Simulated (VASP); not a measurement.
Runs of VASP 6.6.1 on ZnS. The structure is that of space group P6_3mc (No. 186), or close to it. The cells are those of the table. 

```csv
task,level,cell,cutoff (eV),smearing,gap on the mesh (eV),pressure (GPa)
single point,PBE,"a = 3.805, b = 3.805, c = 6.244 Å, angles 90.0, 90.0, 120.0°, 4 atoms",520,fermi-dirac 0.02 eV,2.22,2.4
single point,r2SCAN,"a = 3.805, b = 3.805, c = 6.244 Å, angles 90.0, 90.0, 120.0°, 4 atoms",520,gaussian 0.01 eV,2.79,0.1
relaxation of cell and atoms,PBE,"relaxed from a = 3.570, b = 3.570, c = 5.830 Å, angles 90.0, 90.0, 120.0°, 4 atoms",600,fermi-dirac 0.02 eV,2.07,0.0
single point,PBE,"a = 3.845, b = 3.845, c = 6.305 Å, angles 90.0, 90.0, 120.0°, 4 atoms",520,fermi-dirac 0.02 eV,(a),(b)
single point,r2SCAN,"a = 3.805, b = 3.805, c = 6.244 Å, angles 90.0, 90.0, 120.0°, 4 atoms",520,fermi-dirac 0.02 eV,2.79,0.1
```

Alike in all rows: potentials or basis VASP PAW PBE potentials, release 64 (Zn, S); no spin polarisation; k mesh 12 × 12 × 4.

Question: Estimate the missing entries.

Answer: (a) 2.08; (b) 0.2.

Caveats: the PAW data sets were made with another functional, which shifts forces and pressure a little (at least some runs).

A k mesh can miss the band edges.
